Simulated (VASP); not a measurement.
# GaSnP (P6mm) in VASP: notebook

The runs below take GaSnP through single point, with PBE.

Program: VASP 6.6.1. These are calculated values, not measurements. Logs are shortened: lines on timing, memory, paths and dates and some standing lists are left out, and cuts for length are marked.

## (1) The cell of the first run

The structure is hexagonal, space group P6mm (No. 183). Conventional cell: a = 3.319 Å, b = 3.319 Å, c = 8.584 Å, α = 90.00°, β = 90.00°, γ = 120.00°. Ga (site symmetry 6mm) has 1 P at 2.08 Å and 1 Sn at 2.62 Å within 2.8 Å. Within 3.5 Å of Sn (site symmetry 6mm) lie 1 Ga at 2.62 Å and 6 Sn at 3.32 Å. P (site symmetry 6mm) has 1 Ga at 2.08 Å within 2.8 Å.

## (2) Single point, PBE

INCAR reads:

```
SYSTEM = GaSnP
PREC = Accurate
ENCUT = 520
EDIFF = 1E-6
ISMEAR = 0
SIGMA = 0.1
LREAL = .FALSE.
LASPH = .TRUE.
NELM = 80
ALGO = Normal
ISIF = 2
LWAVE = .FALSE.
LCHARG = .FALSE.
GGA = PE
NBANDS = 23
```

KPOINTS reads:

```
regular mesh
0
G
  6 6 2
  0 0 0
```

POSCAR reads:

```
GaSnP
1.0
    3.3185984600      0.0000000000      0.0000000000
   -1.6592992300      2.8739905700      0.0000000000
    0.0000000000      0.0000000000      8.5837239900
Ga Sn P
1 1 1
Direct
    0.0000000000      0.0000000000      0.1417770200
    0.0000000000      0.0000000000      0.4465739500
    0.0000000000      0.0000000000      0.8993445000
```

Potentials or basis: VASP PAW PBE potentials, release 64 (Ga_d, Sn_d, P).

The run is started by

```console
> cat potpaw_PBE.64/Ga_d/POTCAR potpaw_PBE.64/Sn_d/POTCAR potpaw_PBE.64/P/POTCAR > POTCAR
> mpirun -np 1 vasp_std > vasp.out
```

OUTCAR:

```text
SYSTEM = GaSnP
   PREC = Accurate
   ENCUT = 520
   EDIFF = 1E-6
   ISMEAR = 0
   LREAL = .FALSE.
   LASPH = .TRUE.
   NELM = 80
   ISIF = 2
   GGA = PE

 ion  position               nearest neighbor table
   1  0.000  0.000  0.142-   3 2.08   2 2.62
   2  0.000  0.000  0.447-   1 2.62
   3  0.000  0.000  0.899-   1 2.08

  LATTYP: Found a hexagonal cell.
 ALAT       =     3.3185984600
 C/A-ratio  =     2.5865509472

  Lattice vectors:

 A1 = (   3.3185984600,   0.0000000000,   0.0000000000)
 A2 = (  -1.6592992300,   2.8739905700,   0.0000000000)
 A3 = (   0.0000000000,   0.0000000000,   8.5837239900)

Analysis of symmetry for initial positions (statically):
=====================================================================
 Subroutine PRICEL returns:
 Original cell was already a primitive cell.

 Routine SETGRP: Setting up the symmetry group for a
 hexagonal supercell.

 Subroutine GETGRP returns: Found 12 space group operations
 (whereof 12 operations were pure point group operations)
 out of a pool of 24 trial point group operations.

The static configuration has the point symmetry C_6v.

Analysis of symmetry for dynamics (positions and initial velocities):
=====================================================================
 Subroutine PRICEL returns:
 Original cell was already a primitive cell.

 Routine SETGRP: Setting up the symmetry group for a
 hexagonal supercell.

 Subroutine GETGRP returns: Found 12 space group operations
 (whereof 12 operations were pure point group operations)
 out of a pool of 24 trial point group operations.

The dynamic configuration has the point symmetry C_6v.

 Subroutine INISYM returns: Found 12 space group operations
 (whereof 12 operations are pure point group operations),
 and found     1 'primitive' translations

----------------------------------------------------------------------------------------

                                     Primitive cell

  volume of cell :      81.8683

  direct lattice vectors                    reciprocal lattice vectors
     3.318598460  0.000000000  0.000000000     0.301332027  0.173974127  0.000000000
    -1.659299230  2.873990570  0.000000000     0.000000000  0.347948254  0.000000000
     0.000000000  0.000000000  8.583723990     0.000000000  0.000000000  0.116499552

  length of vectors
     3.318598460  3.318598459  8.583723990     0.347948254  0.347948254  0.116499552

  position of ions in fractional coordinates (direct lattice)
     0.000000000  0.000000000  0.141777020
     0.000000000  0.000000000  0.446573950
     0.000000000  0.000000000  0.899344500

  ion indices of the primitive-cell ions
   primitive index   ion index
                 1           1
                 2           2
                 3           3

----------------------------------------------------------------------------------------

 KPOINTS: regular mesh

Automatic generation of k-mesh.
 Grid dimensions read from file:
 generate k-points for:    6    6    2

 Generating k-lattice:

  Cartesian coordinates                     Fractional coordinates (reciprocal lattice)
     0.050222004  0.028995688  0.000000000     0.166666667  0.000000000  0.000000000
     0.000000000  0.057991376  0.000000000     0.000000000  0.166666667  0.000000000
     0.000000000  0.000000000  0.058249776     0.000000000  0.000000000  0.500000000

  Length of vectors
     0.057991376  0.057991376  0.058249776

  Shift w.r.t. Gamma in fractional coordinates (k-lattice)
     0.000000000  0.000000000  0.000000000

 Subroutine IBZKPT returns following result:
 ===========================================

 Found     14 irreducible k-points:

 Following reciprocal coordinates:
            Coordinates               Weight
  0.000000  0.000000  0.000000      1.000000
  0.166667  0.000000  0.000000      6.000000
  0.333333  0.000000  0.000000      6.000000
  0.500000  0.000000  0.000000      3.000000
  0.166667  0.166667  0.000000      6.000000
  0.333333  0.166667  0.000000     12.000000
  0.333333  0.333333  0.000000      2.000000
  0.000000  0.000000  0.500000      1.000000
  0.166667  0.000000  0.500000      6.000000
  0.333333  0.000000  0.500000      6.000000
  0.500000  0.000000  0.500000      3.000000
  0.166667  0.166667  0.500000      6.000000
  0.333333  0.166667  0.500000     12.000000
  0.333333  0.333333  0.500000      2.000000
   k-points           NKPTS =     14   k-points in BZ     NKDIM =     14   number of bands    NBANDS=     23
   number of dos      NEDOS =    301   number of ions     NIONS =      3
   total plane-waves  NPLWV =  50176
   dimension x,y,z NGX =    28 NGY =   28 NGZ =   64
   dimension x,y,z NGXF=    56 NGYF=   56 NGZF=  128
   ions per type =               1   1   1
   NGX,Y,Z   is equivalent  to a cutoff of  14.03, 14.03, 12.40 a.u.
   NGXF,Y,Z  is equivalent  to a cutoff of  28.05, 28.05, 24.79 a.u.
 SYSTEM =  GaSnP
   PREC   = accura    normal or accurate (medium, high low for compatibility)
   ISTART =      0    job   : 0-new  1-cont  2-samecut
   ICHARG =      2    charge: 1-file 2-atom 10-const
   ISPIN  =      1    spin polarized calculation?
   LNONCOLLINEAR =      F non collinear calculations
   LSORBIT =      F    spin-orbit coupling
   LASPH  =      T    aspherical Exc in radial PAW
   ENCUT  =  520.0 eV  38.22 Ry    6.18 a.u.   6.17  6.17 15.96*2*pi/ulx,y,z
   NELM   =     80;   NELMIN=  2; NELMDL= -5     # of ELM steps
   EDIFF  = 0.1E-05   stopping-criterion for ELM
   LREAL  =      F    real-space projection
[... 7 lines left out ...]
   TEBEG  =    0.0;   TEEND  =   0.0 temperature during run
   PSTRESS=    0.0 pullay stress
   NELECT =      32.0000    total number of electrons
   NUPDOWN=      -1.0000    fix difference up-down
   EMIN   =  10.00;   EMAX   =-10.00  energy-range for DOS
   EFERMI =   0.00;   METHOD = LEGACY
   ISMEAR =     0;   SIGMA  =   0.10  broadening in eV -4-tet -1-fermi 0-gaus
   EFERMI_NEDOS =   21; number of points for ismear=-14 and -15
   IALGO  =     38    algorithm
   IMIX   =      4    mixing-type and parameters
     AMIX     =   0.40;   BMIX     =  1.00
     AMIX_MAG =   1.60;   BMIX_MAG =  1.00
  volume/ion in A,a.u.               =      27.29       184.16
  Fermi-wavevector in a.u.,A,eV,Ry     =   1.196978  2.261961 19.493839  1.432757
  Thomas-Fermi vector in A             =   2.332905
   LORBIT       =      0    0 simple, 1 ext, 2 COOP (PROOUT), +10 PAW based schemes
   GGA     = PE    functional components
   LHFCALC =     F    Hartree Fock is set to
   AEXX    =    0.0000 exact exchange contribution
   IVDW    =     0    specifies the selected vdW correction
   LEPSILON=     F    determine dielectric tensor
   LRPA    =     F    only Hartree local field effects (RPA)
 non-spin polarized calculation
 Gauss-broadening in eV      SIGMA  =   0.10
  energy-cutoff  :      520.00
  volume of cell :       81.87
 maximum number of plane-waves:      2244
 NGX is ok and might be reduce to    28
   NGX = 13   NGY = 13   NGZ = 31

 number of electron      32.0000015 magnetization

 Free energy of the ion-electron system (eV)
  ---------------------------------------------------
  ext. energy  EPLUGINS =         0.00000000
  ---------------------------------------------------
  free energy    TOTEN  =       -10.19194203 eV

  energy without entropy =      -10.18433044  energy(sigma->0) =      -10.18813624

 E-fermi :   4.4628     XC(G=0):  -9.1999

 val. band max:        4.4577029588   @ k =   0.1667   0.0000   0.0000
 cond. band min:       4.5224184618   @ k =   0.0000   0.0000   0.0000
 fundamental gap:      0.0647155030
 Fermi energy:         4.4628111811

 k-point     1 :       0.0000    0.0000    0.0000
  band No.  band energies     occupation
      1     -17.1347      2.00000
      2     -17.1347      2.00000
      3     -17.1298      2.00000
      4     -16.9982      2.00000
      5     -16.9982      2.00000
      6     -10.9368      2.00000
[... 15 lines left out ...]
     22      13.1382      0.00000
     23      13.1382      0.00000

 k-point     2 :       0.1667    0.0000    0.0000
  band No.  band energies     occupation
      1     -17.1478      2.00000
      2     -17.0986      2.00000
      3     -17.0952      2.00000
      4     -17.0181      2.00000
      5     -17.0028      2.00000
      6     -10.9222      2.00000
[... 15 lines left out ...]
     22      12.2248      0.00000
     23      13.1541      0.00000

 k-point     3 :       0.3333    0.0000    0.0000
  band No.  band energies     occupation
      1     -17.1759      2.00000
      2     -17.0575      2.00000
      3     -17.0359      2.00000
      4     -17.0154      2.00000
      5     -17.0121      2.00000
      6     -10.8947      2.00000
[... 15 lines left out ...]
     22      10.8655      0.00000
     23      11.8337      0.00000

 k-point     4 :       0.5000    0.0000    0.0000
  band No.  band energies     occupation
      1     -17.1900      2.00000
      2     -17.0770      2.00000
      3     -17.0168      2.00000
      4     -17.0050      2.00000
      5     -16.9749      2.00000
      6     -10.8820      2.00000
[... 15 lines left out ...]
     22      10.3910      0.00000
     23      10.4589      0.00000

 k-point     5 :       0.1667    0.1667    0.0000
  band No.  band energies     occupation
      1     -17.1384      2.00000
      2     -17.0956      2.00000
      3     -17.0440      2.00000
      4     -17.0221      2.00000
      5     -17.0136      2.00000
      6     -10.9009      2.00000
[... 174 lines left out ...]
 k-point    12 :       0.1667    0.1667    0.5000
  band No.  band energies     occupation
      1     -17.1384      2.00000
      2     -17.0956      2.00000
      3     -17.0440      2.00000
      4     -17.0221      2.00000
      5     -17.0136      2.00000
      6     -10.9010      2.00000
[... 15 lines left out ...]
     22      10.5841      0.00000
     23      12.1173      0.00000

 k-point    13 :       0.3333    0.1667    0.5000
  band No.  band energies     occupation
      1     -17.1440      2.00000
      2     -17.0669      2.00000
      3     -17.0354      2.00000
      4     -17.0270      2.00000
      5     -16.9919      2.00000
      6     -10.8805      2.00000
[... 15 lines left out ...]
     22       9.9213      0.00000
     23      12.2139      0.00000

 k-point    14 :       0.3333    0.3333    0.5000
  band No.  band energies     occupation
      1     -17.0606      2.00000
      2     -17.0606      2.00000
      3     -17.0527      2.00000
      4     -17.0527      2.00000
      5     -17.0237      2.00000
      6     -10.8726      2.00000
[... 15 lines left out ...]
     22      10.1512      0.00000
     23      10.1512      0.00000

------------------------ aborting loop because EDIFF is reached ----------------------------------------

  FORCE on cell =-STRESS in cart. coord.  units (eV):
  Direction    XX          YY          ZZ          XY          YZ          ZX
  --------------------------------------------------------------------------------------
  -------------------------------------------------------------------------------------
  Total       -2.5599571     -2.5599571      7.3826083      0.0000000      0.0000000     -0.0000000
  in kB      -50.0988182    -50.0988182    144.4789641      0.0000000      0.0000000     -0.0000000
  external PRESSURE =      14.7604426 kB  Pullay stress =       0.0000000 kB

 VOLUME and BASIS-vectors are now :
 -----------------------------------------------------------------------------
  energy-cutoff  :      520.00
  volume of cell :       81.87
      direct lattice vectors                 reciprocal lattice vectors
     3.318598460  0.000000000  0.000000000     0.301332027  0.173974127  0.000000000
    -1.659299230  2.873990570  0.000000000     0.000000000  0.347948254  0.000000000
     0.000000000  0.000000000  8.583723990     0.000000000  0.000000000  0.116499552

 POSITION                                       TOTAL-FORCE (eV/Angst)
 -----------------------------------------------------------------------------------
      0.00000      0.00000      1.21697        -0.000000     -0.000000      2.496893
      0.00000      0.00000      3.83327         0.000000      0.000000      0.478279
      0.00000      0.00000      7.71972         0.000000      0.000000     -2.975172
 -----------------------------------------------------------------------------------
    total drift:                               -0.000000     -0.000000     -0.000750

  FREE ENERGIE OF THE ION-ELECTRON SYSTEM (eV)
  ---------------------------------------------------
  free  energy   TOTEN  =       -10.1919420274 eV

  energy  without entropy=      -10.1843304446  energy(sigma->0) =      -10.18813624
```

Wall time 26 s (1 thread of Intel Xeon Platinum 8259CL at 2.50GHz (Skylake/Cascade Lake), shared host); peak memory 0.22 GiB.

Results:

```yaml
Free_energy: -10.1919 eV
Pressure: 1.5 GPa
Largest_force: 2.975 eV/Å
Band_gap_on_the_k_mesh: zero (band 16 reaches 6.51 eV, above the bottom of band 17 at 2.60 eV)
```

Forces in eV/Å, atoms in the order of the input:
```
Ga   0.000  0.000  2.497
Sn   0.000  0.000  0.478
P    0.000  0.000 -2.975
```

Levels at points of the mesh, in eV from the Fermi level:
```csv
k point,band 12,band 13,band 14,band 15,band 16,band 17,band 18,band 19,band 20,band 21
"(0.00, 0.00, 0.00)",-9.84,-6.90,-2.61,0.06,2.05,2.05,6.75,6.75,7.34,8.27
"(0.50, 0.00, 0.00)",-6.37,-4.42,-4.03,-3.27,-0.51,-0.40,0.54,3.25,3.66,5.87
"(0.00, 0.00, 0.50)",-9.96,-6.41,-3.78,2.00,2.05,2.05,4.87,6.65,6.65,7.71
"(0.50, 0.00, 0.50)",-6.48,-4.32,-3.52,-3.48,-1.36,-0.19,0.55,3.56,4.32,4.72
```

Caveat: the k points lie up to 0.37 Å⁻¹ apart; spin-orbit coupling is left out, which moves the levels of the heavy elements; forces of over 1 eV/Å act on the atoms, so gaps and moduli don't describe the material at rest.

## (3) Single point, PBE

This run uses another cell than the first one, of 21.36 Å³/atom, 0.783 times its volume.

INCAR reads:

```
SYSTEM = GaSnP
  PREC = Accurate
  ENCUT = 520
  EDIFF = 1E-7
  ISMEAR = 0
  SIGMA = 0.1
  LREAL = .False.
  LASPH = .True.
  NELM = 100
  ALGO = Normal
  ISIF = 2
  LWAVE = .False.
  LCHARG = .False.
  GGA = PE
  NBANDS = 23
```

KPOINTS reads:

```
regular mesh
0
Gamma
  18 18 6
  0 0 0
```

POSCAR reads:

```
GaSnP
1.0
    3.0087582907      0.0000000000      0.0000000000
   -1.5043791453      2.6056611136      0.0000000000
    0.0000000000      0.0000000000      8.1732403436
Ga Sn P
1 1 1
Direct
    0.0000000000      0.0000000000      0.1458638876
    0.0000000000      0.0000000000      0.5036612190
    0.0000000000      0.0000000000      0.8381703635
```

Potentials or basis: VASP PAW PBE potentials, release 64 (Ga_d, Sn_d, P).

The run is started by

```console
> cat potpaw_PBE.64/Ga_d/POTCAR potpaw_PBE.64/Sn_d/POTCAR potpaw_PBE.64/P/POTCAR > POTCAR
> mpirun -np 1 vasp_std > vasp.out
```

It took 93 s on 1 thread of Intel Xeon 6975P-C (Granite Rapids), shared host; peak memory 0.35 GiB.

Results (log left out):

```
Free energy            : -11.1595 eV
Pressure               : 0.0 GPa
Largest force          : 0.008 eV/Å
Band gap on the k mesh : zero (band 16 reaches 10.79 eV, above the bottom of band 17 at 4.81 eV)
```

Forces on the atoms (eV/Å):
```
Ga   0.000  0.000  0.005
Sn   0.000  0.000  0.003
P    0.000  0.000 -0.008
```

Levels at points of the mesh, in eV from the Fermi level:
```tsv
k point	band 14	band 15	band 16	band 17	band 18	band 19
(0.00, 0.00, 0.00)	-2.84	-2.12	3.83	3.83	6.59	9.05
(0.50, 0.00, 0.00)	-4.44	-3.87	-1.98	0.75	1.55	2.01
(0.00, 0.00, 0.50)	-5.49	1.80	2.96	3.84	3.84	9.69
(0.50, 0.00, 0.50)	-4.33	-2.74	-2.10	-1.41	1.57	3.41
```

Caveat: spin-orbit coupling is left out, which moves the levels of the heavy elements.
